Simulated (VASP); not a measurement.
# Ag (I4/mmm) in VASP: a series of runs

The runs below take Ag through single point, with PBE.

Program: VASP 6.6.1. These are calculated values, not measurements. Logs are shortened: lines on timing, memory, paths and dates and some standing lists are left out, and cuts for length are marked.

## Step 1: The cell of the first run

The structure is tetragonal, space group I4/mmm (No. 139). The conventional cell has a = 2.889 Å, b = 2.889 Å, c = 4.393 Å, α = 90.00°, β = 90.00°, γ = 90.00°. Ag (site symmetry 4/mmm) has 12 Ag at 2.89 to 3.00 Å within 3.8 Å.

## Step 2: Single point, PBE (strain +0.0750 x Voigt [0, 0, 1, 0, 0, 0])

The input, INCAR:

```
PREC = Accurate
ENCUT = 520
EDIFF = 1E-6
ISMEAR = 0
SIGMA = 0.15
LREAL = F
LASPH = T
NELM = 100
ALGO = Normal
ISIF = 2
LWAVE = F
LCHARG = T
GGA = PE
LELF = T
LVHAR = T
NBANDS = 12
```

The input, KPOINTS:

```
regular mesh
0
Gamma
  10 10 10
```

The input, POSCAR:

```
Ag
1.0
    0.0000000000      2.0431000000      2.1963325000
    2.0431000000      0.0000000000      2.1963325000
    2.0431000000      2.0431000000      0.0000000000
Ag
1
Direct
    0.0000000000      0.0000000000      0.0000000000
```

Potentials or basis: VASP PAW PBE potentials, release 64 (Ag).

On the command line:

```sh
> cat potpaw_PBE.64/Ag/POTCAR > POTCAR
> mpirun -np 1 vasp_std > vasp.out
```

OUTCAR:

```text
PREC = Accurate
   ENCUT = 520
   EDIFF = 1E-6
   ISMEAR = 0
   LREAL = F
   LASPH = T
   NELM = 100
   ISIF = 2
   GGA = PE

 ion  position               nearest neighbor table
   1  0.000  0.000  0.000-

  LATTYP: Found a body centered tetragonal cell.
 ALAT       =     2.8893797293
 C/A-ratio  =     1.5202795796

  Lattice vectors:

 A1 = (  -2.0431000000,   0.0000000000,   2.1963325000)
 A2 = (   2.0431000000,   0.0000000000,   2.1963325000)
 A3 = (   0.0000000000,   2.0431000000,  -2.1963325000)

Analysis of symmetry for initial positions (statically):
=====================================================================
 Subroutine PRICEL returns:
 Original cell was already a primitive cell.

 Routine SETGRP: Setting up the symmetry group for a
 body centered tetragonal supercell.

 Subroutine GETGRP returns: Found 16 space group operations
 (whereof 16 operations were pure point group operations)
 out of a pool of 16 trial point group operations.

The static configuration has the point symmetry D_4h.

Analysis of symmetry for dynamics (positions and initial velocities):
=====================================================================
 Subroutine PRICEL returns:
 Original cell was already a primitive cell.

 Routine SETGRP: Setting up the symmetry group for a
 body centered tetragonal supercell.

 Subroutine GETGRP returns: Found 16 space group operations
 (whereof 16 operations were pure point group operations)
 out of a pool of 16 trial point group operations.

The dynamic configuration has the point symmetry D_4h.

 Subroutine INISYM returns: Found 16 space group operations
 (whereof 16 operations are pure point group operations),
 and found     1 'primitive' translations

----------------------------------------------------------------------------------------

                                     Primitive cell

  volume of cell :      18.3361

  direct lattice vectors                    reciprocal lattice vectors
     0.000000000  2.043100000  2.196332500    -0.244726151  0.244726151  0.227652234
     2.043100000  0.000000000  2.196332500     0.244726151 -0.244726151  0.227652234
     2.043100000  2.043100000  0.000000000     0.244726151  0.244726151 -0.227652234

  length of vectors
     2.999688994  2.999688994  2.889379729     0.414255136  0.414255136  0.414255136

  position of ions in fractional coordinates (direct lattice)
     0.000000000  0.000000000  0.000000000

  ion indices of the primitive-cell ions
   primitive index   ion index
                 1           1

----------------------------------------------------------------------------------------

 KPOINTS: regular mesh

Automatic generation of k-mesh.
 Grid dimensions read from file:
 generate k-points for:   10   10   10

 Generating k-lattice:

  Cartesian coordinates                     Fractional coordinates (reciprocal lattice)
    -0.024472615  0.024472615  0.022765223     0.100000000  0.000000000  0.000000000
     0.024472615 -0.024472615  0.022765223     0.000000000  0.100000000  0.000000000
     0.024472615  0.024472615 -0.022765223     0.000000000  0.000000000  0.100000000

  Length of vectors
     0.041425514  0.041425514  0.041425514

  Shift w.r.t. Gamma in fractional coordinates (k-lattice)
     0.000000000  0.000000000  0.000000000

 Subroutine IBZKPT returns following result:
 ===========================================

 Found    102 irreducible k-points:

 Following reciprocal coordinates:
            Coordinates               Weight
  0.000000  0.000000  0.000000      1.000000
  0.100000  0.000000  0.000000      8.000000
  0.200000  0.000000  0.000000      8.000000
  0.300000  0.000000  0.000000      8.000000
  0.400000  0.000000  0.000000      8.000000
  0.500000  0.000000  0.000000      4.000000
[... 16 lines left out ...]
  0.300000  0.300000  0.000000      2.000000
  0.400000  0.300000  0.000000      8.000000
 [... further k-points ...]
   k-points           NKPTS =    102   k-points in BZ     NKDIM =    102   number of bands    NBANDS=     12
   number of dos      NEDOS =    301   number of ions     NIONS =      1
   total plane-waves  NPLWV =  13824
   dimension x,y,z NGX =    24 NGY =   24 NGZ =   24
   dimension x,y,z NGXF=    48 NGYF=   48 NGZF=   48
   ions per type =               1
   NGX,Y,Z   is equivalent  to a cutoff of  13.30, 13.30, 13.81 a.u.
   NGXF,Y,Z  is equivalent  to a cutoff of  26.60, 26.60, 27.62 a.u.
 SYSTEM =  unknown system
   PREC   = accura    normal or accurate (medium, high low for compatibility)
   ISTART =      0    job   : 0-new  1-cont  2-samecut
   ICHARG =      2    charge: 1-file 2-atom 10-const
   ISPIN  =      1    spin polarized calculation?
   LNONCOLLINEAR =      F non collinear calculations
   LSORBIT =      F    spin-orbit coupling
   LASPH  =      T    aspherical Exc in radial PAW
   ENCUT  =  520.0 eV  38.22 Ry    6.18 a.u.   5.58  5.58  5.37*2*pi/ulx,y,z
   NELM   =    100;   NELMIN=  2; NELMDL= -5     # of ELM steps
   EDIFF  = 0.1E-05   stopping-criterion for ELM
   LREAL  =      F    real-space projection
   EDIFFG = 0.1E-04   stopping-criterion for IOM
   NSW    =      0    number of steps for IOM
   IBRION =     -1    ionic relax: 0-MD 1-quasi-New 2-CG
   NFREE  =      0    steps in history (QN), initial steepest desc. (CG)
   ISIF   =      2    stress and relaxation
   ISYM   =      2    0-nonsym 1-usesym 2-fastsym
   POTIM  = 0.5000    time-step for ionic-motion
   TEBEG  =    0.0;   TEEND  =   0.0 temperature during run
   PSTRESS=    0.0 pullay stress
   NELECT =      11.0000    total number of electrons
   NUPDOWN=      -1.0000    fix difference up-down
   EMIN   =  10.00;   EMAX   =-10.00  energy-range for DOS
   EFERMI =   0.00;   METHOD = LEGACY
   ISMEAR =     0;   SIGMA  =   0.15  broadening in eV -4-tet -1-fermi 0-gaus
   EFERMI_NEDOS =   21; number of points for ismear=-14 and -15
   IALGO  =     38    algorithm
   IMIX   =      4    mixing-type and parameters
     AMIX     =   0.40;   BMIX     =  1.00
     AMIX_MAG =   1.60;   BMIX_MAG =  1.00
  volume/ion in A,a.u.               =      18.34       123.74
  Fermi-wavevector in a.u.,A,eV,Ry     =   1.380713  2.609168 25.937701  1.906367
  Thomas-Fermi vector in A             =   2.505564
   LORBIT       =      0    0 simple, 1 ext, 2 COOP (PROOUT), +10 PAW based schemes
   GGA     = PE    functional components
   LHFCALC =     F    Hartree Fock is set to
   AEXX    =    0.0000 exact exchange contribution
   IVDW    =     0    specifies the selected vdW correction
   LEPSILON=     F    determine dielectric tensor
   LRPA    =     F    only Hartree local field effects (RPA)
 non-spin polarized calculation
 Gauss-broadening in eV      SIGMA  =   0.15
  energy-cutoff  :      520.00
  volume of cell :       18.34
 maximum number of plane-waves:       509
 NGX is ok and might be reduce to    24
   NGX = 11   NGY = 11   NGZ = 11

 number of electron      11.0000003 magnetization

 Free energy of the ion-electron system (eV)
  ---------------------------------------------------
  ext. energy  EPLUGINS =         0.00000000
  ---------------------------------------------------
  free energy    TOTEN  =        -2.69993889 eV

  energy without entropy =       -2.69612329  energy(sigma->0) =       -2.69803109

 E-fermi :   7.4084     XC(G=0): -11.7792

 val. band max:        7.4052668793   @ k =  -0.3000   0.2000   0.1000
 cond. band min:       7.4908897921   @ k =   0.4000   0.0000   0.4000
 fundamental gap:      0.0856229128
 Fermi energy:         7.4084262357

 k-point     1 :       0.0000    0.0000    0.0000
  band No.  band energies     occupation
      1       0.2128      2.00000
      2       2.6305      2.00000
      3       3.0623      2.00000
      4       3.0623      2.00000
      5       3.5883      2.00000
      6       4.0175      2.00000
      7      23.3845      0.00000
      8      25.9829      0.00000
      9      26.7090      0.00000
     10      26.7090      0.00000
     11      31.0645      0.00000
     12      31.6097      0.00000

 k-point     2 :       0.1000    0.0000    0.0000
  band No.  band energies     occupation
      1       0.5033      2.00000
      2       2.6742      2.00000
      3       3.0325      2.00000
      4       3.1325      2.00000
      5       3.5885      2.00000
      6       3.9753      2.00000
      7      23.1101      0.00000
      8      24.5656      0.00000
      9      26.2734      0.00000
     10      26.7500      0.00000
     11      29.8855      0.00000
     12      31.5535      0.00000

 k-point     3 :       0.2000    0.0000    0.0000
  band No.  band energies     occupation
      1       1.2203      2.00000
      2       2.8106      2.00000
      3       2.9968      2.00000
      4       3.2585      2.00000
      5       3.7135      2.00000
      6       3.9357      2.00000
      7      19.9930      0.00000
      8      23.9697      0.00000
      9      26.2055      0.00000
     10      26.7164      0.00000
     11      28.6218      0.00000
     12      30.3304      0.00000

 k-point     4 :       0.3000    0.0000    0.0000
  band No.  band energies     occupation
      1       1.6155      2.00000
      2       2.8558      2.00000
      3       3.2381      2.00000
      4       3.8074      2.00000
      5       4.0662      2.00000
      6       4.0899      2.00000
      7      16.2176      0.00000
      8      23.1955      0.00000
      9      25.6011      0.00000
     10      26.3325      0.00000
     11      28.3562      0.00000
     12      30.3955      0.00000

 k-point     5 :       0.4000    0.0000    0.0000
  band No.  band energies     occupation
      1       1.5580      2.00000
      2       2.7492      2.00000
      3       3.1298      2.00000
      4       4.3299      2.00000
      5       4.4383      2.00000
      6       5.7306      2.00000
      7      12.7475      0.00000
      8      22.3637      0.00000
      9      24.7131      0.00000
     10      25.7375      0.00000
     11      28.3242      0.00000
     12      30.1521      0.00000

 k-point     6 :       0.5000    0.0000    0.0000
  band No.  band energies     occupation
      1       1.5050      2.00000
      2       2.7054      2.00000
      3       3.0800      2.00000
      4       4.4361      2.00000
      5       4.5954      2.00000
      6       7.2699      1.80848
      7      10.7061      0.00000
      8      22.0349      0.00000
      9      24.3335      0.00000
     10      25.4571      0.00000
     11      28.3441      0.00000
     12      30.0480      0.00000

 k-point     7 :       0.1000    0.1000    0.0000
  band No.  band energies     occupation
      1       0.5629      2.00000
      2       2.5187      2.00000
      3       3.1888      2.00000
      4       3.1888      2.00000
      5       3.4675      2.00000
      6       4.0627      2.00000
      7      23.5360      0.00000
      8      25.0747      0.00000
      9      25.5346      0.00000
     10      25.5346      0.00000
     11      29.5892      0.00000
     12      31.9797      0.00000

 k-point     8 :       0.2000    0.1000    0.0000
  band No.  band energies     occupation
      1       1.1353      2.00000
      2       2.4622      2.00000
      3       3.1526      2.00000
      4       3.3369      2.00000
      5       3.5761      2.00000
      6       4.0918      2.00000
      7      21.6407      0.00000
      8      23.9386      0.00000
      9      24.6729      0.00000
     10      25.8056      0.00000
     11      27.9892      0.00000
     12      31.7545      0.00000
[... 166 lines left out ...]
 k-point    20 :      -0.4000    0.2000    0.0000
  band No.  band energies     occupation
      1       1.9895      2.00000
      2       2.5413      2.00000
      3       3.4486      2.00000
      4       3.4870      2.00000
      5       4.3330      2.00000
      6       9.2194      0.00000
      7      11.2147      0.00000
      8      17.3935      0.00000
      9      23.5440      0.00000
     10      24.0880      0.00000
     11      31.2955      0.00000
     12      32.1125      0.00000

 k-point    21 :      -0.3000    0.2000    0.0000
  band No.  band energies     occupation
      1       2.1583      2.00000
      2       2.5954      2.00000
      3       3.2856      2.00000
      4       3.4497      2.00000
      5       4.0082      2.00000
      6       7.1534      1.98379
      7      14.1590      0.00000
      8      17.2692      0.00000
      9      24.6041      0.00000
     10      25.4573      0.00000
     11      29.6501      0.00000
     12      31.7569      0.00000

 k-point    22 :      -0.2000    0.2000    0.0000
  band No.  band energies     occupation
      1       2.2655      2.00000
      2       2.5083      2.00000
      3       3.0482      2.00000
      4       3.5355      2.00000
      5       3.6645      2.00000
      6       5.4231      2.00000
      7      17.5227      0.00000
      8      17.9648      0.00000
      9      25.6871      0.00000
     10      27.8082      0.00000
     11      27.8391      0.00000
     12      31.7190      0.00000

 k-point    23 :       0.3000    0.3000    0.0000
  band No.  band energies     occupation
      1       1.8049      2.00000
      2       1.9067      2.00000
      3       4.0309      2.00000
      4       4.0309      2.00000
      5       4.3343      2.00000
      6       4.3499      2.00000
      7      19.0143      0.00000
      8      20.8483      0.00000
      9      20.8483      0.00000
     10      24.2591      0.00000
     11      24.7573      0.00000
     12      35.5319      0.00000

 k-point    24 :       0.4000    0.3000    0.0000
  band No.  band energies     occupation
      1       1.7706      2.00000
      2       1.9023      2.00000
      3       3.8534      2.00000
      4       4.1054      2.00000
      5       4.4829      2.00000
      6       5.9317      2.00000
      7      16.9866      0.00000
      8      18.2330      0.00000
      9      20.2166      0.00000
     10      24.4328      0.00000
     11      26.5367      0.00000
     12      35.7073      0.00000

 [... further k-points ...]
[... 5 lines left out ...]
  --------------------------------------------------------------------------------------
  -------------------------------------------------------------------------------------
  Total       -0.1570729     -0.1570729     -0.3609052      0.0000000      0.0000000     -0.0000000
  in kB      -13.7247492    -13.7247492    -31.5352567      0.0000000      0.0000000     -0.0000000
  external PRESSURE =     -19.6615850 kB  Pullay stress =       0.0000000 kB

 VOLUME and BASIS-vectors are now :
 -----------------------------------------------------------------------------
  energy-cutoff  :      520.00
  volume of cell :       18.34
      direct lattice vectors                 reciprocal lattice vectors
     0.000000000  2.043100000  2.196332500    -0.244726151  0.244726151  0.227652234
     2.043100000  0.000000000  2.196332500     0.244726151 -0.244726151  0.227652234
     2.043100000  2.043100000  0.000000000     0.244726151  0.244726151 -0.227652234

 POSITION                                       TOTAL-FORCE (eV/Angst)
 -----------------------------------------------------------------------------------
      0.00000      0.00000      0.00000         0.000000      0.000000      0.000000
 -----------------------------------------------------------------------------------
    total drift:                               -0.000000      0.000000      0.000000

  FREE ENERGIE OF THE ION-ELECTRON SYSTEM (eV)
  ---------------------------------------------------
  free  energy   TOTEN  =        -2.6999388897 eV

  energy  without entropy=       -2.6961232942  energy(sigma->0) =       -2.69803109
```

It took 12 s on 1 thread of Intel Xeon Platinum 8375C at 2.90GHz (Ice Lake), shared host; peak memory 0.15 GiB.

Results:

| Property | Result |
| --- | --- |
| Free energy | -2.6999 eV |
| Pressure | -2.0 GPa |

Levels at points of the mesh, in eV from the Fermi level:
```
           k point  band 4  band 5  band 6  band 7  band 8  band 9
(0.00, 0.00, 0.00)   -4.35   -3.82   -3.39   15.98   18.57   19.30
(0.50, 0.00, 0.00)   -2.97   -2.81   -0.14    3.30   14.63   16.93
(0.50, 0.50, 0.00)   -2.74   -2.74    1.00    5.15   11.20   11.20
(0.50, 0.00, 0.50)   -2.87   -2.54    2.13    6.83    9.98    9.99
```

Caveat: the cell differs from its parent crystal (strain +0.0750 x Voigt [0, 0, 1, 0, 0, 0]).

(Part 1 of 2 ends here.)
